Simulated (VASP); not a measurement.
Runs of VASP 6.6.1 on InP. The structure is that of space group F-43m (No. 216), or close to it. The cells are those of the table. 

```tsv
spin	cell	k mesh	pressure (GPa)	moment (μB)
non-collinear, zero start, SOC	a = 4.088 Å, angles 60.0°, 2 atoms	6 × 6 × 6	(a)	0.00
off	a = 4.144 Å, angles 60.0°, 2 atoms	10 × 10 × 10	3.3	-
non-collinear, zero start, SOC	a = 4.212 Å, angles 60.0°, 2 atoms	6 × 6 × 6	0.0	0.00
non-collinear, zero start, SOC	a = 4.144 Å, angles 60.0°, 2 atoms	8 × 8 × 8	3.2	0.00
non-collinear, zero start, SOC	a = 4.144 Å, angles 60.0°, 2 atoms	6 × 6 × 6	3.2	0.00
```

Alike in all rows: task single point; level PBE; potentials or basis VASP PAW PBE potentials, release 64 (In_d, P); cutoff (eV) 520; smearing gaussian 0.05 eV.

**Question.** Estimate the missing entries.

**Answer.** (a) 6.5.

Caveats: the cell stands under pressure (at least some runs).
